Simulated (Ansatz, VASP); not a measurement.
**One calculation of Mg2I, two programs**

```xyz
3
Lattice="0.0000 3.8826 3.8826 3.8826 0.0000 3.8826 3.8826 3.8826 0.0000" Properties=species:S:1:pos:R:3 pbc="T T T"
Mg    1.9413    1.9413    1.9413
Mg    5.8238    5.8238    5.8238
I     0.0000    0.0000    0.0000
```

Alike in both runs: task relaxation of cell and atoms; functional PBE; k mesh 10 × 10 × 10; occupations gaussian, width 0.1 eV; no spin polarisation.

|  | VASP | Ansatz |
| --- | --- | --- |
| version | VASP 6.6.1 | Ansatz 0.2.0 |
| potentials or method | VASP PAW PBE potentials, release 64 (Mg, I), cutoff 600 eV | scalar-relativistic, plane waves, PAW |
| valence electrons in the cell | 11 | 37 |

```tsv
	VASP	Ansatz	Ansatz less VASP
gap on the k mesh at the Fermi level, each at its own relaxed structure (eV)	none	none	-
relaxed volume (Å³/atom)	37.16	37.10	-0.066
relaxed length of the cell vector where the two differ most in proportion (Å)	5.402	5.399	-0.0032
```

A gap of «none» marks a metal or a gap that the smearing closes. VASP's potentials hold 11 valence electrons a cell and Ansatz's 37, so a difference there can come from the potentials and not from the codes.

Neither program's run includes spin-orbit coupling.
